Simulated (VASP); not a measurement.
# Na (P6_3/mmc) in VASP: further runs

Na is run at these levels: PBEsol; tasks: single point.

All numbers are computed with VASP 6.6.1; they aren't measurements. Logs are shortened: lines on timing, memory, paths and dates and some standing lists are left out, and cuts for length are marked.

**1. The cell of the first run**

Symmetry: P6_3/mmc, No. 194, hexagonal system. Conventional cell: a = 3.136 Å, b = 3.136 Å, c = 10.323 Å, α = 90.00°, β = 90.00°, γ = 120.00°. Na (site symmetry -3m) has 12 Na at 3.14 to 3.15 Å within 4.1 Å. Within 4.1 Å of Na (site symmetry -6m2) lie 12 Na at 3.14 to 3.15 Å.

**2. Single point, PBEsol**

The input, INCAR:

```
  PREC = Accurate
  ENCUT = 520
  EDIFF = 1E-6
  ISMEAR = 1
  SIGMA = 0.1
  LREAL = False
  LASPH = True
  NELM = 80
  ALGO = Normal
  ISIF = 2
  LWAVE = False
  LCHARG = False
  GGA = PS
  NBANDS = 22
```

The input, KPOINTS:

```
Automatic mesh
0
Gamma
  7 7 2
```

The input, POSCAR:

```
Na
1.0
    3.1361932775      0.0000002447      0.0000000000
   -1.5680968506      2.7160229272      0.0000000000
    0.0000000000      0.0000000000     10.3233787057
Na
4
Direct
    0.0000000000      0.0000000000      0.0000000000
    0.3333333333      0.6666666667      0.2500000000
    0.0000000000      0.0000000000      0.5000000000
    0.6666666667      0.3333333333      0.7500000000
```

Potentials or basis: VASP PAW PBE potentials, release 64 (Na_pv).

Command:

```bash
> cat potpaw_PBE.64/Na_pv/POTCAR > POTCAR
> mpirun -np 1 vasp_std > vasp.out
```

OUTCAR:

```text
PREC = Accurate
   ENCUT = 520
   EDIFF = 1E-6
   ISMEAR = 1
   LREAL = False
   LASPH = True
   NELM = 80
   ISIF = 2
   GGA = PS

 ion  position               nearest neighbor table
   1  0.000  0.000  0.000-
   2  0.333  0.667  0.250-
   3  0.000  0.000  0.500-
   4  0.667  0.333  0.750-

  LATTYP: Found a hexagonal cell.
 ALAT       =     3.1361932775
 C/A-ratio  =     3.2916908469

  Lattice vectors:

 A1 = (   3.1361932775,   0.0000002447,   0.0000000000)
 A2 = (  -1.5680968506,   2.7160229272,   0.0000000000)
 A3 = (   0.0000000000,   0.0000000000,  10.3233787057)

Analysis of symmetry for initial positions (statically):
=====================================================================
 Subroutine PRICEL returns:
 Original cell was already a primitive cell.

 Routine SETGRP: Setting up the symmetry group for a
 hexagonal supercell.

 Subroutine GETGRP returns: Found 24 space group operations
 (whereof 12 operations were pure point group operations)
 out of a pool of 24 trial point group operations.

The static configuration has the point symmetry D_3d.
 The point group associated with its full space group is D_6h.

Analysis of symmetry for dynamics (positions and initial velocities):
=====================================================================
 Subroutine PRICEL returns:
 Original cell was already a primitive cell.

 Routine SETGRP: Setting up the symmetry group for a
 hexagonal supercell.

 Subroutine GETGRP returns: Found 24 space group operations
 (whereof 12 operations were pure point group operations)
 out of a pool of 24 trial point group operations.

The dynamic configuration has the point symmetry D_3d.
 The point group associated with its full space group is D_6h.

 Subroutine INISYM returns: Found 24 space group operations
 (whereof 12 operations are pure point group operations),
 and found     1 'primitive' translations

----------------------------------------------------------------------------------------

                                     Primitive cell

  volume of cell :      87.9343

  direct lattice vectors                    reciprocal lattice vectors
     3.136193277  0.000000245  0.000000000     0.318857885  0.184092719  0.000000000
    -1.568096851  2.716022927  0.000000000    -0.000000029  0.368185388  0.000000000
     0.000000000  0.000000000 10.323378706     0.000000000  0.000000000  0.096867511

  length of vectors
     3.136193278  3.136193278 10.323378706     0.368185388  0.368185388  0.096867511

  position of ions in fractional coordinates (direct lattice)
     0.000000000  0.000000000  0.000000000
     0.333333333  0.666666667  0.250000000
     0.000000000  0.000000000  0.500000000
     0.666666667  0.333333333  0.750000000

  ion indices of the primitive-cell ions
   primitive index   ion index
                 1           1
                 2           2
                 3           3
                 4           4

----------------------------------------------------------------------------------------

 KPOINTS: Automatic mesh

Automatic generation of k-mesh.
 Grid dimensions read from file:
 generate k-points for:    7    7    2

 Generating k-lattice:

  Cartesian coordinates                     Fractional coordinates (reciprocal lattice)
     0.045551126  0.026298960  0.000000000     0.142857143 -0.000000000  0.000000000
    -0.000000004  0.052597913  0.000000000    -0.000000000  0.142857143  0.000000000
     0.000000000  0.000000000  0.048433755     0.000000000  0.000000000  0.500000000

  Length of vectors
     0.052597913  0.052597913  0.048433755

  Shift w.r.t. Gamma in fractional coordinates (k-lattice)
     0.000000000  0.000000000  0.000000000

 Subroutine IBZKPT returns following result:
 ===========================================

 Found     16 irreducible k-points:

 Following reciprocal coordinates:
            Coordinates               Weight
  0.000000  0.000000  0.000000      1.000000
  0.142857  0.000000  0.000000      6.000000
  0.285714  0.000000  0.000000      6.000000
  0.428571  0.000000  0.000000      6.000000
  0.142857  0.142857  0.000000      6.000000
  0.285714  0.142857  0.000000     12.000000
[... 8 lines left out ...]
  0.428571  0.142857  0.500000      6.000000
  0.285714  0.285714  0.500000      6.000000
   k-points           NKPTS =     16   k-points in BZ     NKDIM =     16   number of bands    NBANDS=     22
   number of dos      NEDOS =    301   number of ions     NIONS =      4
   total plane-waves  NPLWV =  46080
   dimension x,y,z NGX =    24 NGY =   24 NGZ =   80
   dimension x,y,z NGXF=    48 NGYF=   48 NGZF=  160
   ions per type =               4
   NGX,Y,Z   is equivalent  to a cutoff of  12.72, 12.72, 12.88 a.u.
   NGXF,Y,Z  is equivalent  to a cutoff of  25.44, 25.44, 25.77 a.u.
 SYSTEM =  unknown system
   PREC   = accura    normal or accurate (medium, high low for compatibility)
   ISTART =      0    job   : 0-new  1-cont  2-samecut
   ICHARG =      2    charge: 1-file 2-atom 10-const
   ISPIN  =      1    spin polarized calculation?
   LNONCOLLINEAR =      F non collinear calculations
   LSORBIT =      F    spin-orbit coupling
   LASPH  =      T    aspherical Exc in radial PAW
   ENCUT  =  520.0 eV  38.22 Ry    6.18 a.u.   5.83  5.83 19.19*2*pi/ulx,y,z
   NELM   =     80;   NELMIN=  2; NELMDL= -5     # of ELM steps
   EDIFF  = 0.1E-05   stopping-criterion for ELM
   LREAL  =      F    real-space projection
   EDIFFG = 0.1E-04   stopping-criterion for IOM
   NSW    =      0    number of steps for IOM
   IBRION =     -1    ionic relax: 0-MD 1-quasi-New 2-CG
   NFREE  =      0    steps in history (QN), initial steepest desc. (CG)
   ISIF   =      2    stress and relaxation
   ISYM   =      2    0-nonsym 1-usesym 2-fastsym
   POTIM  = 0.5000    time-step for ionic-motion
   TEBEG  =    0.0;   TEEND  =   0.0 temperature during run
   PSTRESS=    0.0 pullay stress
   NELECT =      28.0000    total number of electrons
   NUPDOWN=      -1.0000    fix difference up-down
   EMIN   =  10.00;   EMAX   =-10.00  energy-range for DOS
   EFERMI =   0.00;   METHOD = LEGACY
   ISMEAR =     1;   SIGMA  =   0.10  broadening in eV -4-tet -1-fermi 0-gaus
   EFERMI_NEDOS =   21; number of points for ismear=-14 and -15
   IALGO  =     38    algorithm
   IMIX   =      4    mixing-type and parameters
     AMIX     =   0.40;   BMIX     =  1.00
     AMIX_MAG =   1.60;   BMIX_MAG =  1.00
  volume/ion in A,a.u.               =      21.98       148.35
  Fermi-wavevector in a.u.,A,eV,Ry     =   1.117913  2.112550 17.003612  1.249730
  Thomas-Fermi vector in A             =   2.254540
   LORBIT       =      0    0 simple, 1 ext, 2 COOP (PROOUT), +10 PAW based schemes
   GGA     = PS    functional components
   LHFCALC =     F    Hartree Fock is set to
   AEXX    =    0.0000 exact exchange contribution
   IVDW    =     0    specifies the selected vdW correction
   LEPSILON=     F    determine dielectric tensor
   LRPA    =     F    only Hartree local field effects (RPA)
 non-spin polarized calculation
 Methfessel and Paxton  Order N= 1 SIGMA  =   0.10
  energy-cutoff  :      520.00
  volume of cell :       87.93
 maximum number of plane-waves:      2378
 NGX is ok and might be reduce to    24
   NGX = 11   NGY = 11   NGZ = 39

 number of electron      28.0000029 magnetization

 Free energy of the ion-electron system (eV)
  ---------------------------------------------------
  ext. energy  EPLUGINS =         0.00000000
  ---------------------------------------------------
  free energy    TOTEN  =        -4.41891238 eV

  energy without entropy =       -4.41890801  energy(sigma->0) =       -4.41891092

 E-fermi :   2.1547     XC(G=0):  -8.0768

 val. band max:        2.1324009908   @ k =   0.1429   0.1429   0.5000
 cond. band min:       2.5151961744   @ k =   0.2857   0.0000   0.5000
 fundamental gap:      0.3827951836
 Fermi energy:         2.1547110072

 k-point     1 :       0.0000    0.0000    0.0000
  band No.  band energies     occupation
      1     -22.5037      2.00000
      2     -22.4052      2.00000
      3     -22.4050      2.00000
      4     -22.3267      2.00000
      5     -22.3267      2.00000
      6     -22.3150      2.00000
[... 14 lines left out ...]
     21      15.6328      0.00000
     22      16.2038      0.00000

 k-point     2 :       0.1429    0.0000    0.0000
  band No.  band energies     occupation
      1     -22.4898      2.00000
      2     -22.4101      2.00000
      3     -22.4098      2.00000
      4     -22.3554      2.00000
      5     -22.3388      2.00000
      6     -22.3357      2.00000
[... 14 lines left out ...]
     21      12.7560      0.00000
     22      12.8279      0.00000

 k-point     3 :       0.2857    0.0000    0.0000
  band No.  band energies     occupation
      1     -22.4597      2.00000
      2     -22.4485      2.00000
      3     -22.4391      2.00000
      4     -22.4156      2.00000
      5     -22.4064      2.00000
      6     -22.3577      2.00000
[... 14 lines left out ...]
     21      10.9710      0.00000
     22      10.9873      0.00000

 k-point     4 :       0.4286    0.0000    0.0000
  band No.  band energies     occupation
      1     -22.4970      2.00000
      2     -22.4920      2.00000
      3     -22.4647      2.00000
      4     -22.4582      2.00000
      5     -22.4080      2.00000
      6     -22.3699      2.00000
[... 14 lines left out ...]
     21       8.6278      0.00000
     22       9.5667      0.00000

 k-point     5 :       0.1429    0.1429    0.0000
  band No.  band energies     occupation
      1     -22.4654      2.00000
      2     -22.4305      2.00000
      3     -22.4294      2.00000
      4     -22.3938      2.00000
      5     -22.3870      2.00000
      6     -22.3609      2.00000
[... 217 lines left out ...]
 k-point    14 :       0.2857    0.1429    0.5000
  band No.  band energies     occupation
      1     -22.4650      2.00000
      2     -22.4650      2.00000
      3     -22.4531      2.00000
      4     -22.4531      2.00000
      5     -22.3927      2.00000
      6     -22.3927      2.00000
[... 14 lines left out ...]
     21       8.7113      0.00000
     22       8.7113      0.00000

 k-point    15 :       0.4286    0.1429    0.5000
  band No.  band energies     occupation
      1     -22.4848      2.00000
      2     -22.4848      2.00000
      3     -22.4690      2.00000
      4     -22.4690      2.00000
      5     -22.3922      2.00000
      6     -22.3922      2.00000
[... 14 lines left out ...]
     21       8.6384      0.00000
     22       8.6384      0.00000

 k-point    16 :       0.2857    0.2857    0.5000
  band No.  band energies     occupation
      1     -22.4626      2.00000
      2     -22.4626      2.00000
      3     -22.4536      2.00000
      4     -22.4536      2.00000
      5     -22.4132      2.00000
      6     -22.4132      2.00000
[... 14 lines left out ...]
     21       8.1229      0.00000
     22       8.1229      0.00000

------------------------ aborting loop because EDIFF is reached ----------------------------------------

  FORCE on cell =-STRESS in cart. coord.  units (eV):
  Direction    XX          YY          ZZ          XY          YZ          ZX
  --------------------------------------------------------------------------------------
  -------------------------------------------------------------------------------------
  Total        5.4910669      5.4910669      5.5659335      0.0000000     -0.0000000      0.0000000
  in kB      100.0481784    100.0481784    101.4122609      0.0000000     -0.0000000      0.0000000
  external PRESSURE =     100.5028726 kB  Pullay stress =       0.0000000 kB

 VOLUME and BASIS-vectors are now :
 -----------------------------------------------------------------------------
  energy-cutoff  :      520.00
  volume of cell :       87.93
      direct lattice vectors                 reciprocal lattice vectors
     3.136193277  0.000000245  0.000000000     0.318857885  0.184092719  0.000000000
    -1.568096851  2.716022927  0.000000000    -0.000000029  0.368185388  0.000000000
     0.000000000  0.000000000 10.323378706     0.000000000  0.000000000  0.096867511

 POSITION                                       TOTAL-FORCE (eV/Angst)
 -----------------------------------------------------------------------------------
      0.00000      0.00000      0.00000        -0.000000      0.000000      0.000000
     -0.00000      1.81068      2.58084        -0.000000     -0.000000      0.000000
      0.00000      0.00000      5.16169        -0.000000      0.000000      0.000000
      1.56810      0.90534      7.74253         0.000000     -0.000000     -0.000000
 -----------------------------------------------------------------------------------
    total drift:                               -0.000000      0.000000     -0.000000

  FREE ENERGIE OF THE ION-ELECTRON SYSTEM (eV)
  ---------------------------------------------------
  free  energy   TOTEN  =        -4.4189123842 eV

  energy  without entropy=       -4.4189080060  energy(sigma->0) =       -4.41891092
```

Run time: 12 s. Hardware: 1 thread of Intel Xeon Platinum 8488C (Sapphire Rapids), shared host; peak memory 0.19 GiB.

Results:

```yaml
Free_energy: -4.4189 eV
Pressure: 10.1 GPa
Band_gap_on_the_k_mesh: zero (band 14 reaches 3.85 eV, above the bottom of band 15 at -0.79 eV)
```

Stress tensor (GPa, compression positive):
```
10.00  0.00  0.00
 0.00 10.00  0.00
 0.00  0.00 10.14
```

Levels at points of the mesh, in eV from the Fermi level:
| k point | band 11 | band 12 | band 13 | band 14 | band 15 | band 16 | band 17 | band 18 |
| --- | --- | --- | --- | --- | --- | --- | --- | --- |
| (0.00, 0.00, 0.00) | -24.46 | -24.46 | -4.42 | -2.95 | -2.95 | 0.74 | 1.65 | 7.51 |
| (0.00, 0.00, 0.50) | -24.46 | -24.46 | -4.05 | -4.05 | -1.20 | -1.20 | 4.13 | 4.13 |

Caveat: the PAW data sets were made with another functional, which shifts forces and pressure a little.

**3. Single point, PBEsol**

This run uses another cell than the first one, of 36.26 Å³/atom, 1.650 times its volume.

The input, INCAR:

```
SYSTEM = Na
  PREC = Accurate
  ENCUT = 520
  EDIFF = 1E-6
  ISMEAR = 1
  SIGMA = 0.1
  LREAL = .FALSE.
  LASPH = .TRUE.
  NELM = 60
  ALGO = Normal
  ISIF = 2
  LWAVE = .FALSE.
  LCHARG = .FALSE.
  GGA = PS
  NBANDS = 22
```

The input, KPOINTS:

```
regular mesh
0
G
  7 7 2
  0 0 0
```

The input, POSCAR:

```
Na
1.0
    3.7040051873      0.0000002890      0.0000000000
   -1.8520028439      3.2077624435      0.0000000000
    0.0000000000      0.0000000000     12.2080082877
Na
4
Direct
    0.0000000000      0.0000000000      0.0000000000
    0.3333333333      0.6666666667      0.2500000000
    0.0000000000      0.0000000000      0.5000000000
    0.6666666667      0.3333333333      0.7500000000
```

Potentials or basis: VASP PAW PBE potentials, release 64 (Na_pv).

Command:

```bash
> cat potpaw_PBE.64/Na_pv/POTCAR > POTCAR
> mpirun -np 1 vasp_std > vasp.out
```

OUTCAR:

```text
SYSTEM = Na
   PREC = Accurate
   ENCUT = 520
   EDIFF = 1E-6
   ISMEAR = 1
   LREAL = .FALSE.
   LASPH = .TRUE.
   NELM = 60
   ISIF = 2
   GGA = PS

 ion  position               nearest neighbor table
   1  0.000  0.000  0.000-
   2  0.333  0.667  0.250-
   3  0.000  0.000  0.500-
   4  0.667  0.333  0.750-

  LATTYP: Found a hexagonal cell.
 ALAT       =     3.7040051873
 C/A-ratio  =     3.2958939500

  Lattice vectors:
[... 585 lines left out ...]

  FORCE on cell =-STRESS in cart. coord.  units (eV):
  Direction    XX          YY          ZZ          XY          YZ          ZX
  --------------------------------------------------------------------------------------
  -------------------------------------------------------------------------------------
  Total       -0.0145523     -0.0145523      0.0465499     -0.0000000      0.0000000     -0.0000000
  in kB       -0.1607394     -0.1607394      0.5141743     -0.0000000      0.0000000     -0.0000000
  external PRESSURE =       0.0642318 kB  Pullay stress =       0.0000000 kB

 VOLUME and BASIS-vectors are now :
 -----------------------------------------------------------------------------
  energy-cutoff  :      520.00
  volume of cell :      145.05
      direct lattice vectors                 reciprocal lattice vectors
     3.704005187  0.000000289  0.000000000     0.269978011  0.155871906  0.000000000
    -1.852002844  3.207762444  0.000000000    -0.000000024  0.311743769  0.000000000
     0.000000000  0.000000000 12.208008288     0.000000000  0.000000000  0.081913444

 POSITION                                       TOTAL-FORCE (eV/Angst)
 -----------------------------------------------------------------------------------
      0.00000      0.00000      0.00000        -0.000000     -0.000000      0.000000
     -0.00000      2.13851      3.05200        -0.000000     -0.000000     -0.000000
      0.00000      0.00000      6.10400         0.000000     -0.000000      0.000000
      1.85200      1.06925      9.15601         0.000000      0.000000      0.000000
 -----------------------------------------------------------------------------------
    total drift:                                0.000000     -0.000000      0.000000

  FREE ENERGIE OF THE ION-ELECTRON SYSTEM (eV)
  ---------------------------------------------------
  free  energy   TOTEN  =        -5.6219450924 eV

  energy  without entropy=       -5.6214292732  energy(sigma->0) =       -5.62177315
```

stdout:

```text
POSCAR found type information on POSCAR Na
 POSCAR found :  1 types and       4 ions
 scaLAPACK will be used
 -----------------------------------------------------------------------------
|                                                                             |
|                                                                             |
|     You enforced a specific xc type in the INCAR file but a different       |
|     I HOPE YOU KNOW WHAT YOU ARE DOING!                                     |
|                                                                             |
 -----------------------------------------------------------------------------

 LDA part: xc-table for (Slater+PW92), standard interpolation
 POSCAR, INCAR and KPOINTS ok, starting setup
 FFT: planning ... GRIDC
 FFT: planning ... GRID_SOFT
 FFT: planning ... GRID
 WAVECAR not read
 entering main loop
```

Run time: 21 s. Hardware: 1 thread of Intel Xeon Platinum 8488C (Sapphire Rapids), shared host; peak memory 0.25 GiB.

What came out:

```
Free energy            : -5.6219 eV
Pressure               : 0.0 GPa
Band gap on the k mesh : zero (band 14 reaches 1.55 eV, above the bottom of band 15 at -1.92 eV)
```

Caveat: the PAW data sets were made with another functional, which shifts forces and pressure a little.
